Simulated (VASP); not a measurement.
# GePt (P-6m2) in VASP: a series of runs

The runs below take GePt through single point, with PBE.

All numbers are computed with VASP 6.6.1; they aren't measurements. Logs are shortened: lines on timing, memory, paths and dates and some standing lists are left out, and cuts for length are marked.

### 1 The cell of the first run

The structure is hexagonal, space group P-6m2 (No. 187). The conventional cell has a = 3.457 Å, b = 3.457 Å, c = 3.367 Å, α = 90.00°, β = 90.00°, γ = 120.00°. Within 3.4 Å of Ge (site symmetry -6m2) lie 6 Pt at 2.61 Å and 2 Ge at 3.37 Å. Within 3.4 Å of Pt (site symmetry -6m2) lie 6 Ge at 2.61 Å and 2 Pt at 3.37 Å.

### 2 Single point, PBE

Input file INCAR:

```
PREC     = Accurate       # precision mode
ENCUT    = 500            # plane-wave cutoff, eV
EDIFF    = 1E-6           # SCF threshold, eV
ISMEAR   = 0              # smearing method
SIGMA    = 0.2            # smearing width, eV
LREAL    = False          # projectors in reciprocal space
LASPH    = True           # aspherical terms in the spheres
NELM     = 120            # most SCF steps
ALGO     = Normal         # electronic algorithm
ISIF     = 2              # what is computed and relaxed
LWAVE    = False          # write WAVECAR
LCHARG   = True           # write CHGCAR
GGA      = PE             # functional
LELF     = True           # ELF
LVHAR    = True         
NBANDS   = 19             # bands
GGA_COMPAT= False
```

Input file KPOINTS:

```
regular mesh
0
Gamma
  7 7 4
```

Input file POSCAR:

```
GePt
1.0
    3.4568353765      0.0000000000      0.0000000000
   -1.7284176882      2.9937072527      0.0000000000
    0.0000000000      0.0000000000      3.3666429160
Ge Pt
1 1
Direct
    0.0000000000      0.0000000000      0.0000000000
    0.6666666667      0.3333333333      0.5000000000
```

Potentials or basis: VASP PAW PBE potentials, release 64 (Ge_d, Pt).

Run with:

```bash
$ cat potpaw_PBE.64/Ge_d/POTCAR potpaw_PBE.64/Pt/POTCAR > POTCAR
$ mpirun -np 1 vasp_std > vasp.out
```

OUTCAR:

```text
PREC = Accurate
   ENCUT = 500
   EDIFF = 1E-6
   ISMEAR = 0
   LREAL = False
   LASPH = True
   NELM = 120
   ISIF = 2
   GGA = PE

 ion  position               nearest neighbor table
   1  0.000  0.000  0.000-   2 2.61   2 2.61   2 2.61   2 2.61   2 2.61   2 2.61
   2  0.667  0.333  0.500-   1 2.61   1 2.61   1 2.61   1 2.61   1 2.61   1 2.61

  LATTYP: Found a hexagonal cell.
 ALAT       =     3.4568353765
 C/A-ratio  =     0.9739089512

  Lattice vectors:

 A1 = (   3.4568353765,   0.0000000000,   0.0000000000)
 A2 = (  -1.7284176882,   2.9937072527,   0.0000000000)
 A3 = (   0.0000000000,   0.0000000000,   3.3666429160)

Analysis of symmetry for initial positions (statically):
=====================================================================
 Subroutine PRICEL returns:
 Original cell was already a primitive cell.

 Routine SETGRP: Setting up the symmetry group for a
 hexagonal supercell.

 Subroutine GETGRP returns: Found 12 space group operations
 (whereof 12 operations were pure point group operations)
 out of a pool of 24 trial point group operations.

The static configuration has the point symmetry D_3h.

Analysis of symmetry for dynamics (positions and initial velocities):
=====================================================================
 Subroutine PRICEL returns:
 Original cell was already a primitive cell.

 Routine SETGRP: Setting up the symmetry group for a
 hexagonal supercell.

 Subroutine GETGRP returns: Found 12 space group operations
 (whereof 12 operations were pure point group operations)
 out of a pool of 24 trial point group operations.

The dynamic configuration has the point symmetry D_3h.

 Subroutine INISYM returns: Found 12 space group operations
 (whereof 12 operations are pure point group operations),
 and found     1 'primitive' translations

----------------------------------------------------------------------------------------

                                     Primitive cell

  volume of cell :      34.8406

  direct lattice vectors                    reciprocal lattice vectors
     3.456835376  0.000000000  0.000000000     0.289281927  0.167016999  0.000000000
    -1.728417688  2.993707253  0.000000000     0.000000000  0.334033997  0.000000000
     0.000000000  0.000000000  3.366642916     0.000000000  0.000000000  0.297031798

  length of vectors
     3.456835376  3.456835376  3.366642916     0.334033997  0.334033997  0.297031798

  position of ions in fractional coordinates (direct lattice)
     0.000000000  0.000000000  0.000000000
     0.666666667  0.333333333  0.500000000

  ion indices of the primitive-cell ions
   primitive index   ion index
                 1           1
                 2           2

----------------------------------------------------------------------------------------

 KPOINTS: regular mesh

Automatic generation of k-mesh.
 Grid dimensions read from file:
 generate k-points for:    7    7    4

 Generating k-lattice:

  Cartesian coordinates                     Fractional coordinates (reciprocal lattice)
     0.041325990  0.023859571  0.000000000     0.142857143  0.000000000  0.000000000
     0.000000000  0.047719142  0.000000000     0.000000000  0.142857143  0.000000000
     0.000000000  0.000000000  0.074257950     0.000000000  0.000000000  0.250000000

  Length of vectors
     0.047719142  0.047719142  0.074257950

  Shift w.r.t. Gamma in fractional coordinates (k-lattice)
     0.000000000  0.000000000  0.000000000

 Subroutine IBZKPT returns following result:
 ===========================================

 Found     24 irreducible k-points:

 Following reciprocal coordinates:
            Coordinates               Weight
  0.000000  0.000000  0.000000      1.000000
  0.142857  0.000000  0.000000      6.000000
  0.285714  0.000000  0.000000      6.000000
  0.428571  0.000000  0.000000      6.000000
  0.142857  0.142857  0.000000      6.000000
  0.285714  0.142857  0.000000     12.000000
[... 16 lines left out ...]
  0.428571  0.142857  0.500000      6.000000
  0.285714  0.285714  0.500000      6.000000
   k-points           NKPTS =     24   k-points in BZ     NKDIM =     24   number of bands    NBANDS=     19
   number of dos      NEDOS =    301   number of ions     NIONS =      2
   total plane-waves  NPLWV =  21952
   dimension x,y,z NGX =    28 NGY =   28 NGZ =   28
   dimension x,y,z NGXF=    56 NGYF=   56 NGZF=   56
   ions per type =               1   1
   NGX,Y,Z   is equivalent  to a cutoff of  13.47, 13.47, 13.83 a.u.
   NGXF,Y,Z  is equivalent  to a cutoff of  26.93, 26.93, 27.65 a.u.
 SYSTEM =  unknown system
   PREC   = accura    normal or accurate (medium, high low for compatibility)
   ISTART =      0    job   : 0-new  1-cont  2-samecut
   ICHARG =      2    charge: 1-file 2-atom 10-const
   ISPIN  =      1    spin polarized calculation?
   LNONCOLLINEAR =      F non collinear calculations
   LSORBIT =      F    spin-orbit coupling
   LASPH  =      T    aspherical Exc in radial PAW
   ENCUT  =  500.0 eV  36.75 Ry    6.06 a.u.   6.30  6.30  6.14*2*pi/ulx,y,z
   NELM   =    120;   NELMIN=  2; NELMDL= -5     # of ELM steps
   EDIFF  = 0.1E-05   stopping-criterion for ELM
   LREAL  =      F    real-space projection
   EDIFFG = 0.1E-04   stopping-criterion for IOM
   NSW    =      0    number of steps for IOM
   IBRION =     -1    ionic relax: 0-MD 1-quasi-New 2-CG
   NFREE  =      0    steps in history (QN), initial steepest desc. (CG)
   ISIF   =      2    stress and relaxation
   ISYM   =      2    0-nonsym 1-usesym 2-fastsym
   POTIM  = 0.5000    time-step for ionic-motion
   TEBEG  =    0.0;   TEEND  =   0.0 temperature during run
   PSTRESS=    0.0 pullay stress
   NELECT =      24.0000    total number of electrons
   NUPDOWN=      -1.0000    fix difference up-down
   EMIN   =  10.00;   EMAX   =-10.00  energy-range for DOS
   EFERMI =   0.00;   METHOD = LEGACY
   ISMEAR =     0;   SIGMA  =   0.20  broadening in eV -4-tet -1-fermi 0-gaus
   EFERMI_NEDOS =   21; number of points for ismear=-14 and -15
   IALGO  =     38    algorithm
   IMIX   =      4    mixing-type and parameters
     AMIX     =   0.40;   BMIX     =  1.00
     AMIX_MAG =   1.60;   BMIX_MAG =  1.00
  volume/ion in A,a.u.               =      17.42       117.56
  Fermi-wavevector in a.u.,A,eV,Ry     =   1.445829  2.732220 28.441905  2.090421
  Thomas-Fermi vector in A             =   2.563966
   LORBIT       =      0    0 simple, 1 ext, 2 COOP (PROOUT), +10 PAW based schemes
   GGA     = PE    functional components
   LHFCALC =     F    Hartree Fock is set to
   AEXX    =    0.0000 exact exchange contribution
   IVDW    =     0    specifies the selected vdW correction
   LEPSILON=     F    determine dielectric tensor
   LRPA    =     F    only Hartree local field effects (RPA)
 non-spin polarized calculation
 Gauss-broadening in eV      SIGMA  =   0.20
  energy-cutoff  :      500.00
  volume of cell :       34.84
 maximum number of plane-waves:       900
 NGX is ok and might be reduce to    28
   NGX = 13   NGY = 13   NGZ = 13

 number of electron      23.9999995 magnetization

 Free energy of the ion-electron system (eV)
  ---------------------------------------------------
  ext. energy  EPLUGINS =         0.00000000
  ---------------------------------------------------
  free energy    TOTEN  =       -10.99475597 eV

  energy without entropy =      -10.98684621  energy(sigma->0) =      -10.99080109

 E-fermi :   8.5664     XC(G=0): -12.0394

 val. band max:        8.3111724708   @ k =   0.2857   0.0000   0.2500
 cond. band min:       8.7631577627   @ k =   0.2857   0.2857   0.2500
 fundamental gap:      0.4519852919
 Fermi energy:         8.5663705548

 k-point     1 :       0.0000    0.0000    0.0000
  band No.  band energies     occupation
      1     -16.4971      2.00000
      2     -16.4971      2.00000
      3     -16.4761      2.00000
      4     -16.4666      2.00000
      5     -16.4666      2.00000
      6      -3.8515      2.00000
[... 11 lines left out ...]
     18      17.8485      0.00000
     19      22.7799      0.00000

 k-point     2 :       0.1429    0.0000    0.0000
  band No.  band energies     occupation
      1     -16.4986      2.00000
      2     -16.4927      2.00000
      3     -16.4731      2.00000
      4     -16.4675      2.00000
      5     -16.4675      2.00000
      6      -3.5123      2.00000
[... 11 lines left out ...]
     18      19.2396      0.00000
     19      22.8736      0.00000

 k-point     3 :       0.2857    0.0000    0.0000
  band No.  band energies     occupation
      1     -16.5025      2.00000
      2     -16.4827      2.00000
      3     -16.4696      2.00000
      4     -16.4695      2.00000
      5     -16.4655      2.00000
      6      -2.5626      2.00000
[... 11 lines left out ...]
     18      20.7199      0.00000
     19      22.0254      0.00000

 k-point     4 :       0.4286    0.0000    0.0000
  band No.  band energies     occupation
      1     -16.5061      2.00000
      2     -16.4747      2.00000
      3     -16.4714      2.00000
      4     -16.4710      2.00000
      5     -16.4591      2.00000
      6      -1.3651      2.00000
[... 11 lines left out ...]
     18      20.9053      0.00000
     19      23.3909      0.00000

 k-point     5 :       0.1429    0.1429    0.0000
  band No.  band energies     occupation
      1     -16.4993      2.00000
      2     -16.4878      2.00000
      3     -16.4702      2.00000
      4     -16.4678      2.00000
      5     -16.4674      2.00000
      6      -2.8642      2.00000
[... 11 lines left out ...]
     18      21.2520      0.00000
     19      21.3725      0.00000
[... 334 lines left out ...]
      2     -16.4892      2.00000
      3     -16.4811      2.00000
      4     -16.4748      2.00000
      5     -16.4330      2.00000
      6      -0.8385      2.00000
[... 11 lines left out ...]
     18      21.1960      0.00000
     19      21.3913      0.00000

 k-point    22 :       0.2857    0.1429    0.5000
  band No.  band energies     occupation
      1     -16.4962      2.00000
      2     -16.4853      2.00000
      3     -16.4805      2.00000
      4     -16.4752      2.00000
      5     -16.4271      2.00000
      6      -0.4916      2.00000
[... 11 lines left out ...]
     18      22.4227      0.00000
     19      22.7734      0.00000

 k-point    23 :       0.4286    0.1429    0.5000
  band No.  band energies     occupation
      1     -16.4952      2.00000
      2     -16.4870      2.00000
      3     -16.4763      2.00000
      4     -16.4755      2.00000
      5     -16.4246      2.00000
      6      -0.2954      2.00000
[... 11 lines left out ...]
     18      22.5306      0.00000
     19      24.8116      0.00000

 k-point    24 :       0.2857    0.2857    0.5000
  band No.  band energies     occupation
      1     -16.4886      2.00000
      2     -16.4855      2.00000
      3     -16.4808      2.00000
      4     -16.4774      2.00000
      5     -16.4247      2.00000
      6      -0.1920      2.00000
[... 11 lines left out ...]
     18      22.2584      0.00000
     19      25.7239      0.00000

------------------------ aborting loop because EDIFF is reached ----------------------------------------

  FORCE on cell =-STRESS in cart. coord.  units (eV):
  Direction    XX          YY          ZZ          XY          YZ          ZX
  --------------------------------------------------------------------------------------
  -------------------------------------------------------------------------------------
  Total        0.0732138      0.0732138     -0.0502345      0.0000000      0.0000000      0.0000000
  in kB        3.3668083      3.3668083     -2.3100820      0.0000000      0.0000000      0.0000000
  external PRESSURE =       1.4745116 kB  Pullay stress =       0.0000000 kB

 VOLUME and BASIS-vectors are now :
 -----------------------------------------------------------------------------
  energy-cutoff  :      500.00
  volume of cell :       34.84
      direct lattice vectors                 reciprocal lattice vectors
     3.456835376  0.000000000  0.000000000     0.289281927  0.167016999  0.000000000
    -1.728417688  2.993707253  0.000000000     0.000000000  0.334033997  0.000000000
     0.000000000  0.000000000  3.366642916     0.000000000  0.000000000  0.297031798

 POSITION                                       TOTAL-FORCE (eV/Angst)
 -----------------------------------------------------------------------------------
      0.00000      0.00000      0.00000        -0.000000     -0.000000      0.000000
      1.72842      0.99790      1.68332         0.000000      0.000000      0.000000
 -----------------------------------------------------------------------------------
    total drift:                               -0.000000      0.000000      0.000000

  FREE ENERGIE OF THE ION-ELECTRON SYSTEM (eV)
  ---------------------------------------------------
  free  energy   TOTEN  =       -10.9947559721 eV

  energy  without entropy=      -10.9868462064  energy(sigma->0) =      -10.99080109
```

It took 10 s on 1 thread of Intel Xeon 6975P-C, shared host; peak memory 0.17 GiB.

What came out:

- Free energy: -10.9948 eV
- Pressure: 0.1 GPa
- Band gap on the k mesh: zero (band 12 reaches 10.29 eV, above the bottom of band 13 at 7.32 eV)

Caveat: the k points lie up to 0.47 Å⁻¹ apart; spin-orbit coupling is left out, which moves the levels of the heavy elements.

[end of part 1 of 2]
